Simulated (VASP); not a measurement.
# RbBr (P4/mmm) in VASP: further runs

Runs on RbBr. Level: PBEsol. Tasks: single point.

Everything below comes from runs of VASP 6.6.1. Logs are shortened: lines on timing, memory, paths and dates and some standing lists are left out, and cuts for length are marked.

**1. The cell of the first run**

It takes space group P4/mmm (No. 123, tetragonal). The conventional cell has a = 4.023 Å, b = 4.023 Å, c = 4.332 Å, α = 90.00°, β = 90.00°, γ = 90.00°. Rb (site symmetry 4/mmm) has 8 Br at 3.58 Å and 6 Rb at 4.02 to 4.33 Å within 4.7 Å. Br (site symmetry 4/mmm) has 8 Rb at 3.58 Å and 6 Br at 4.02 to 4.33 Å within 4.7 Å.

**2. Single point, PBEsol (strain -0.025 along x and y, +0.050 along z)**

INCAR reads:

```
PREC = Accurate
ENCUT = 520
EDIFF = 1E-7
ISMEAR = 0
SIGMA = 0.05
LREAL = False
LASPH = True
NELM = 100
ALGO = Normal
ISIF = 2
LWAVE = False
LCHARG = False
GGA = PS
NBANDS = 15
```

KPOINTS reads:

```
regular mesh
0
Gamma
  6 6 6
```

POSCAR reads:

```
RbBr
1.0
    4.0229253675      0.0000000000      0.0000000000
    0.0000000000      4.0229253675      0.0000000000
    0.0000000000      0.0000000000      4.3323811650
Rb Br
1 1
Direct
    0.0000000000      0.0000000000      0.0000000000
    0.5000000000      0.5000000000      0.5000000000
```

Potentials or basis: VASP PAW PBE potentials, release 64 (Rb_sv, Br).

Launch:

```
cat potpaw_PBE.64/Rb_sv/POTCAR potpaw_PBE.64/Br/POTCAR > POTCAR
mpirun -np 1 vasp_std > vasp.out
```

OUTCAR:

```text
PREC = Accurate
   ENCUT = 520
   EDIFF = 1E-7
   ISMEAR = 0
   LREAL = False
   LASPH = True
   NELM = 100
   ISIF = 2
   GGA = PS

 ion  position               nearest neighbor table
   1  0.000  0.000  0.000-   2 3.58   2 3.58   2 3.58   2 3.58   2 3.58   2 3.58   2 3.58   2 3.58

   2  0.500  0.500  0.500-   1 3.58   1 3.58   1 3.58   1 3.58   1 3.58   1 3.58   1 3.58   1 3.58

  LATTYP: Found a simple tetragonal cell.
 ALAT       =     4.0229253675
 C/A-ratio  =     1.0769230769

  Lattice vectors:

 A1 = (   4.0229253675,   0.0000000000,   0.0000000000)
 A2 = (   0.0000000000,   4.0229253675,   0.0000000000)
 A3 = (   0.0000000000,   0.0000000000,   4.3323811650)

Analysis of symmetry for initial positions (statically):
=====================================================================
 Subroutine PRICEL returns:
 Original cell was already a primitive cell.

 Routine SETGRP: Setting up the symmetry group for a
 simple tetragonal supercell.

 Subroutine GETGRP returns: Found 16 space group operations
 (whereof 16 operations were pure point group operations)
 out of a pool of 16 trial point group operations.

The static configuration has the point symmetry D_4h.

Analysis of symmetry for dynamics (positions and initial velocities):
=====================================================================
 Subroutine PRICEL returns:
 Original cell was already a primitive cell.

 Routine SETGRP: Setting up the symmetry group for a
 simple tetragonal supercell.

 Subroutine GETGRP returns: Found 16 space group operations
 (whereof 16 operations were pure point group operations)
 out of a pool of 16 trial point group operations.

The dynamic configuration has the point symmetry D_4h.

 Subroutine INISYM returns: Found 16 space group operations
 (whereof 16 operations are pure point group operations),
 and found     1 'primitive' translations

----------------------------------------------------------------------------------------

                                     Primitive cell

  volume of cell :      70.1149

  direct lattice vectors                    reciprocal lattice vectors
     4.022925368  0.000000000  0.000000000     0.248575330  0.000000000  0.000000000
     0.000000000  4.022925368  0.000000000     0.000000000  0.248575330  0.000000000
     0.000000000  0.000000000  4.332381165     0.000000000  0.000000000  0.230819949

  length of vectors
     4.022925368  4.022925368  4.332381165     0.248575330  0.248575330  0.230819949

  position of ions in fractional coordinates (direct lattice)
     0.000000000  0.000000000  0.000000000
     0.500000000  0.500000000  0.500000000

  ion indices of the primitive-cell ions
   primitive index   ion index
                 1           1
                 2           2

----------------------------------------------------------------------------------------

 KPOINTS: regular mesh

Automatic generation of k-mesh.
 Grid dimensions read from file:
 generate k-points for:    6    6    6

 Generating k-lattice:

  Cartesian coordinates                     Fractional coordinates (reciprocal lattice)
     0.041429222  0.000000000  0.000000000     0.166666667  0.000000000  0.000000000
     0.000000000  0.041429222  0.000000000     0.000000000  0.166666667  0.000000000
     0.000000000  0.000000000  0.038469992     0.000000000  0.000000000  0.166666667

  Length of vectors
     0.041429222  0.041429222  0.038469992

  Shift w.r.t. Gamma in fractional coordinates (k-lattice)
     0.000000000  0.000000000  0.000000000

 Subroutine IBZKPT returns following result:
 ===========================================

 Found     40 irreducible k-points:

 Following reciprocal coordinates:
            Coordinates               Weight
  0.000000  0.000000  0.000000      1.000000
  0.166667  0.000000  0.000000      4.000000
  0.333333  0.000000  0.000000      4.000000
  0.500000  0.000000  0.000000      2.000000
  0.166667  0.166667  0.000000      4.000000
  0.333333  0.166667  0.000000      8.000000
[... 16 lines left out ...]
  0.333333  0.000000  0.333333      8.000000
  0.500000  0.000000  0.333333      4.000000
 [... further k-points ...]
   k-points           NKPTS =     40   k-points in BZ     NKDIM =     40   number of bands    NBANDS=     15
   number of dos      NEDOS =    301   number of ions     NIONS =      2
   total plane-waves  NPLWV =  28800
   dimension x,y,z NGX =    30 NGY =   30 NGZ =   32
   dimension x,y,z NGXF=    60 NGYF=   60 NGZF=   64
   ions per type =               1   1
   NGX,Y,Z   is equivalent  to a cutoff of  12.40, 12.40, 12.28 a.u.
   NGXF,Y,Z  is equivalent  to a cutoff of  24.79, 24.79, 24.56 a.u.
 SYSTEM =  unknown system
   PREC   = accura    normal or accurate (medium, high low for compatibility)
   ISTART =      0    job   : 0-new  1-cont  2-samecut
   ICHARG =      2    charge: 1-file 2-atom 10-const
   ISPIN  =      1    spin polarized calculation?
   LNONCOLLINEAR =      F non collinear calculations
   LSORBIT =      F    spin-orbit coupling
   LASPH  =      T    aspherical Exc in radial PAW
   ENCUT  =  520.0 eV  38.22 Ry    6.18 a.u.   7.48  7.48  8.06*2*pi/ulx,y,z
   NELM   =    100;   NELMIN=  2; NELMDL= -5     # of ELM steps
   EDIFF  = 0.1E-06   stopping-criterion for ELM
   LREAL  =      F    real-space projection
   EDIFFG = 0.1E-05   stopping-criterion for IOM
   NSW    =      0    number of steps for IOM
   IBRION =     -1    ionic relax: 0-MD 1-quasi-New 2-CG
   NFREE  =      0    steps in history (QN), initial steepest desc. (CG)
   ISIF   =      2    stress and relaxation
   ISYM   =      2    0-nonsym 1-usesym 2-fastsym
   POTIM  = 0.5000    time-step for ionic-motion
   TEBEG  =    0.0;   TEEND  =   0.0 temperature during run
   PSTRESS=    0.0 pullay stress
   NELECT =      16.0000    total number of electrons
   NUPDOWN=      -1.0000    fix difference up-down
   EMIN   =  10.00;   EMAX   =-10.00  energy-range for DOS
   EFERMI =   0.00;   METHOD = LEGACY
   ISMEAR =     0;   SIGMA  =   0.05  broadening in eV -4-tet -1-fermi 0-gaus
   EFERMI_NEDOS =   21; number of points for ismear=-14 and -15
   IALGO  =     38    algorithm
   IMIX   =      4    mixing-type and parameters
     AMIX     =   0.40;   BMIX     =  1.00
     AMIX_MAG =   1.60;   BMIX_MAG =  1.00
  volume/ion in A,a.u.               =      35.06       236.58
  Fermi-wavevector in a.u.,A,eV,Ry     =   1.000410  1.890500 13.616981  1.000820
  Thomas-Fermi vector in A             =   2.132764
   LORBIT       =      0    0 simple, 1 ext, 2 COOP (PROOUT), +10 PAW based schemes
   GGA     = PS    functional components
   LHFCALC =     F    Hartree Fock is set to
   AEXX    =    0.0000 exact exchange contribution
   IVDW    =     0    specifies the selected vdW correction
   LEPSILON=     F    determine dielectric tensor
   LRPA    =     F    only Hartree local field effects (RPA)
 non-spin polarized calculation
 Gauss-broadening in eV      SIGMA  =   0.05
  energy-cutoff  :      520.00
  volume of cell :       70.11
 maximum number of plane-waves:      1920
 NGX is ok and might be reduce to    30
   NGX = 15   NGY = 15   NGZ = 17

 number of electron      15.9999996 magnetization

 Free energy of the ion-electron system (eV)
  ---------------------------------------------------
  ext. energy  EPLUGINS =         0.00000000
  ---------------------------------------------------
  free energy    TOTEN  =        -6.27370891 eV

  energy without entropy =       -6.27370891  energy(sigma->0) =       -6.27370891

 E-fermi :  -0.3701     XC(G=0):  -8.1275

 val. band max:       -0.6199884275   @ k =   0.5000   0.0000   0.5000
 cond. band min:       3.1039398830   @ k =   0.0000   0.0000   0.0000
 fundamental gap:      3.7239283105
 Fermi energy:        -0.3700899556

 k-point     1 :       0.0000    0.0000    0.0000
  band No.  band energies     occupation
      1     -25.8114      2.00000
      2     -13.3857      2.00000
      3      -9.8341      2.00000
      4      -9.7779      2.00000
      5      -9.7779      2.00000
      6      -1.1308      2.00000
      7      -0.7710      2.00000
      8      -0.7710      2.00000
      9       3.1039      0.00000
     10       4.6152      0.00000
     11       4.8375      0.00000
     12       8.9667      0.00000
     13       8.9667      0.00000
     14       9.5671      0.00000
     15      11.3845      0.00000

 k-point     2 :       0.1667    0.0000    0.0000
  band No.  band energies     occupation
      1     -25.8045      2.00000
      2     -13.3764      2.00000
      3      -9.8397      2.00000
      4      -9.8176      2.00000
      5      -9.7646      2.00000
      6      -1.3408      2.00000
      7      -1.1531      2.00000
      8      -0.7753      2.00000
      9       3.7521      0.00000
     10       4.9160      0.00000
     11       5.4579      0.00000
     12       8.7688      0.00000
     13       9.1384      0.00000
     14       9.2820      0.00000
     15      10.6529      0.00000

 k-point     3 :       0.3333    0.0000    0.0000
  band No.  band energies     occupation
      1     -25.7907      2.00000
      2     -13.3604      2.00000
      3      -9.9505      2.00000
      4      -9.7842      2.00000
      5      -9.7376      2.00000
      6      -2.1838      2.00000
      7      -1.2008      2.00000
      8      -0.7861      2.00000
      9       5.0325      0.00000
     10       5.6193      0.00000
     11       6.6966      0.00000
     12       8.6391      0.00000
     13       8.8626      0.00000
     14       8.9566      0.00000
     15       9.5717      0.00000
[... 343 lines left out ...]
 k-point    23 :       0.3333    0.0000    0.3333
  band No.  band energies     occupation
      1     -25.7824      2.00000
      2     -13.2867      2.00000
      3     -10.0658      2.00000
      4      -9.9151      2.00000
      5      -9.7201      2.00000
      6      -1.9322      2.00000
      7      -1.6563      2.00000
      8      -0.7118      2.00000
      9       4.9391      0.00000
     10       5.7933      0.00000
     11       7.7170      0.00000
     12       7.7984      0.00000
     13       8.3719      0.00000
     14       8.4587      0.00000
     15       9.8821      0.00000

 k-point    24 :       0.5000    0.0000    0.3333
  band No.  band energies     occupation
      1     -25.7757      2.00000
      2     -13.2432      2.00000
      3     -10.1420      2.00000
      4      -9.9639      2.00000
      5      -9.7089      2.00000
      6      -2.0690      2.00000
      7      -1.6258      2.00000
      8      -0.6650      2.00000
      9       4.7473      0.00000
     10       5.7167      0.00000
     11       7.5824      0.00000
     12       7.8173      0.00000
     13       8.3550      0.00000
     14       8.9854      0.00000
     15      10.8622      0.00000

 [... further k-points ...]

------------------------ aborting loop because EDIFF is reached ----------------------------------------

  FORCE on cell =-STRESS in cart. coord.  units (eV):
  Direction    XX          YY          ZZ          XY          YZ          ZX
  --------------------------------------------------------------------------------------
  -------------------------------------------------------------------------------------
  Total        0.0832078      0.0832078     -0.8654577      0.0000000      0.0000000     -0.0000000
  in kB        1.9013593      1.9013593    -19.7763357      0.0000000      0.0000000     -0.0000000
  external PRESSURE =      -5.3245390 kB  Pullay stress =       0.0000000 kB

 VOLUME and BASIS-vectors are now :
 -----------------------------------------------------------------------------
  energy-cutoff  :      520.00
  volume of cell :       70.11
      direct lattice vectors                 reciprocal lattice vectors
     4.022925368  0.000000000  0.000000000     0.248575330  0.000000000  0.000000000
     0.000000000  4.022925368  0.000000000     0.000000000  0.248575330  0.000000000
     0.000000000  0.000000000  4.332381165     0.000000000  0.000000000  0.230819949

 POSITION                                       TOTAL-FORCE (eV/Angst)
 -----------------------------------------------------------------------------------
      0.00000      0.00000      0.00000         0.000000      0.000000      0.000000
      2.01146      2.01146      2.16619         0.000000      0.000000      0.000000
 -----------------------------------------------------------------------------------
    total drift:                                0.000000     -0.000000     -0.000000

  FREE ENERGIE OF THE ION-ELECTRON SYSTEM (eV)
  ---------------------------------------------------
  free  energy   TOTEN  =        -6.2737089142 eV

  energy  without entropy=       -6.2737089142  energy(sigma->0) =       -6.27370891
```

Wall time 52 s (1 thread of Intel Xeon 8259CL, shared host); peak memory 0.19 GiB.

What came out:

- Free energy: -6.2737 eV
- Pressure: -0.5 GPa
- Band gap on the k mesh: 3.72 eV (least direct gap 3.87 eV)

Stress tensor (GPa, compression positive):
```
 0.19  0.00  0.00
 0.00  0.19  0.00
 0.00  0.00 -1.98
```

Levels at points of the mesh, in eV from the valence-band top:
| k point | band 5 | band 6 | band 7 | band 8 | band 9 | band 10 | band 11 | band 12 |
| --- | --- | --- | --- | --- | --- | --- | --- | --- |
| (0.00, 0.00, 0.00) | -9.16 | -0.51 | -0.15 | -0.15 | 3.72 | 5.24 | 5.46 | 9.59 |
| (0.50, 0.00, 0.00) | -9.10 | -1.91 | -0.61 | -0.17 | 6.62 | 6.80 | 7.64 | 8.47 |
| (0.50, 0.50, 0.00) | -9.10 | -1.21 | -1.21 | -0.31 | 5.18 | 5.59 | 7.30 | 7.30 |
| (0.00, 0.00, 0.50) | -9.13 | -1.88 | -0.25 | -0.25 | 6.53 | 6.76 | 7.04 | 8.55 |
| (0.50, 0.00, 0.50) | -9.08 | -1.29 | -1.12 | 0.00 | 4.98 | 6.13 | 7.88 | 8.13 |
| (0.50, 0.50, 0.50) | -9.31 | -1.53 | -1.53 | -1.42 | 7.77 | 8.06 | 8.06 | 8.63 |

Caveat: the cell differs from its parent crystal (strain -0.025 along x and y, +0.050 along z); the PAW data sets were made with another functional, which shifts forces and pressure a little.

**3. Single point, PBEsol (strain +0.025 along x and y, -0.050 along z)**

INCAR reads:

```
SYSTEM = RbBr
PREC = Accurate
ENCUT = 520
EDIFF = 1E-7
ISMEAR = 0
SIGMA = 0.05
LREAL = .FALSE.
LASPH = .TRUE.
NELM = 60
ALGO = Normal
ISIF = 2
LWAVE = .FALSE.
LCHARG = .FALSE.
GGA = PS
NBANDS = 15
```

KPOINTS reads:

```
Automatic mesh
0
G
  6 6 6
  0 0 0
```

POSCAR reads:

```
RbBr
1.0
    4.2292292325      0.0000000000      0.0000000000
    0.0000000000      4.2292292325      0.0000000000
    0.0000000000      0.0000000000      3.9197734350
Rb Br
1 1
Direct
    0.0000000000      0.0000000000      0.0000000000
    0.5000000000      0.5000000000      0.5000000000
```

Potentials or basis: VASP PAW PBE potentials, release 64 (Rb_sv, Br).

Launch:

```
cat potpaw_PBE.64/Rb_sv/POTCAR potpaw_PBE.64/Br/POTCAR > POTCAR
mpirun -np 1 vasp_std > vasp.out
```

Wall time 45 s (1 thread of Intel Xeon 8259CL, shared host); peak memory 0.2 GiB.

Results (log left out):

```
Free energy            : -6.2721 eV
Pressure               : -0.5 GPa
Band gap on the k mesh : 3.61 eV (least direct gap 3.73 eV)
```

Stress tensor (GPa, compression positive):
```
-1.28  0.00  0.00
 0.00 -1.28  0.00
 0.00  0.00  1.00
```

Levels at points of the mesh, in eV from the valence-band top:
| k point | band 4 | band 5 | band 6 | band 7 | band 8 | band 9 | band 10 | band 11 | band 12 | band 13 |
| --- | --- | --- | --- | --- | --- | --- | --- | --- | --- | --- |
| (0.00, 0.00, 0.00) | -9.33 | -9.25 | -0.53 | -0.53 | -0.13 | 3.61 | 5.04 | 5.38 | 9.19 | 9.90 |
| (0.50, 0.00, 0.00) | -9.28 | -9.22 | -2.02 | -0.66 | -0.18 | 6.36 | 6.61 | 7.21 | 8.44 | 9.65 |
| (0.50, 0.50, 0.00) | -9.60 | -9.19 | -1.32 | -1.32 | 0.00 | 4.79 | 6.20 | 8.16 | 8.16 | 10.23 |
| (0.00, 0.00, 0.50) | -9.26 | -9.26 | -2.06 | -0.56 | -0.56 | 6.65 | 6.76 | 7.53 | 8.25 | 9.11 |
| (0.50, 0.00, 0.50) | -9.55 | -9.23 | -1.44 | -1.24 | -0.34 | 4.98 | 5.63 | 7.26 | 7.51 | 10.37 |
| (0.50, 0.50, 0.50) | -9.48 | -9.48 | -1.71 | -1.57 | -1.57 | 7.73 | 7.73 | 8.07 | 8.73 | 8.73 |

Caveat: the cell differs from its parent crystal (strain +0.025 along x and y, -0.050 along z); the PAW data sets were made with another functional, which shifts forces and pressure a little. A k mesh can miss the band edges.
